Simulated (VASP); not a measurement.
Input of a VASP 6.6.1 run:

POSCAR

```
BaTiO3
1.0
    3.9634143980      0.0000000000      0.0000000000
    0.0000000000      2.8577462615      2.8742108424
    0.0000000000     -2.8577462615      2.8742108424
Ba Ti O
1 1 3
Direct
    0.0000000000      0.0084123005      0.0084123005
    0.5000000000      0.5239607265      0.5239607265
    0.0000000000      0.4903884208      0.4903884208
    0.5000000000      0.4939726399      0.9801459124
    0.5000000000      0.9801459124      0.4939726399
```

INCAR.step1

```
PREC = Accurate ; ENCUT = 520
ISMEAR = 0 ; SIGMA = 0.01
LREAL = F ; LASPH = T
NELM = 80 ; NBANDS = 28
GGA = PE ; ALGO = Normal
EDIFF = 1E-4 ; LWAVE = T
LCHARG = F
```

Contents of INCAR.step2:

```
PREC = Accurate ; ENCUT = 520
EDIFF = 1E-6 ; ISMEAR = 0
SIGMA = 0.01 ; LREAL = F
LASPH = T ; NELM = 80
ALGO = Normal ; ISIF = 2
LWAVE = F ; LCHARG = F
METAGGA = R2SCAN ; LMIXTAU = T
NBANDS = 28 ; ISTART = 1
```

KPOINTS

```
regular mesh
0
Gamma
  4 4 4
```

Potentials or basis: VASP PAW PBE potentials, release 64 (Ba_sv, Ti_sv, O).

The run is started by

```console
$ cat potpaw_PBE.64/Ba_sv/POTCAR potpaw_PBE.64/Ti_sv/POTCAR potpaw_PBE.64/O/POTCAR > POTCAR
$ cp INCAR.step1 INCAR
$ mpirun -np 1 vasp_std > vasp.out
$ cp INCAR.step2 INCAR
$ mpirun -np 1 vasp_std > vasp.out
```

Problem. Predict the pressure.

Solution. 1.9 GPa.

Problem. Estimate the largest force.

Solution. 0.125 eV/Å.

Problem. Estimate the band gap on the k mesh.

Solution. 2.64 eV, indirect (least direct gap 3.12 eV).

Stress tensor (GPa, compression positive):
```
1.81 0.00 0.00
0.00 2.06 0.00
0.00 0.00 1.90
```

Caveat: the PAW data sets were made with another functional, which shifts forces and pressure a little; spin-orbit coupling is left out, which moves the levels of the heavy elements. A k mesh can miss the band edges.
